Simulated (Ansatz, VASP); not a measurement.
## Se: VASP beside Ansatz

Contents of INCAR:

```
PREC = Accurate
ENCUT = 500
EDIFF = 1E-6
ISMEAR = -1
SIGMA = 0.08
LREAL = F
LASPH = T
NELM = 120
ALGO = Normal
ISIF = 2
LWAVE = F
LCHARG = T
GGA = CA
LELF = T
LVHAR = T
NBANDS = 9
GGA_COMPAT = F
```

File KPOINTS:

```
regular mesh
0
Gamma
  15 15 15
```

File POSCAR:

```
Se
1.0
   -1.6230237048      1.6230237048      1.6230237048
    1.6230237048     -1.6230237048      1.6230237048
    1.6230237048      1.6230237048     -1.6230237048
Se
1
Direct
    0.0000000000      0.0000000000      0.0000000000
```

Input for Ansatz:

```yaml
crystal:
  lattice:
    - [-1.6230237048, 1.6230237048, 1.6230237048]
    - [1.6230237048, -1.6230237048, 1.6230237048]
    - [1.6230237048, 1.6230237048, -1.6230237048]
  atoms:
    - { symbol: Se, position: [0.0, 0.0, 0.0] }
kpoints:
  mp_grid: { grid: [15, 15, 15] }
scf:
  occupations: { method: fermi_dirac, width: 0.08 }
hamiltonian:
  xc: lda
  pseudopotentials: { kind: all_electron, datasets: crystal }
output:
  forces: true
  stress: true
  eigenvalues: true
```

Change from the starting cell: volume scaled by 0.9, crystal datasets.

Alike in both runs: task single point; functional LDA; k mesh 15 × 15 × 15; occupations fermi-dirac, width 0.08 eV; no spin polarisation.

```csv
,VASP,Ansatz
version,VASP 6.6.1,Ansatz 0.2.0
potentials or method,"VASP PAW LDA potentials, release 64 (Se), cutoff 500 eV","all-electron PAW with datasets made for the crystal, scalar-relativistic"
```

VASP gave:

```
pressure (GPa) : 12.0
```

Estimate Ansatz's values.

pressure (GPa): 11.7.

LDA's correlation is that of Perdew and Zunger in VASP and of Perdew and Wang (1992) in Ansatz. Ansatz ran all-electron here, and VASP with PAW potentials. Ansatz's warnings: printed levels off.
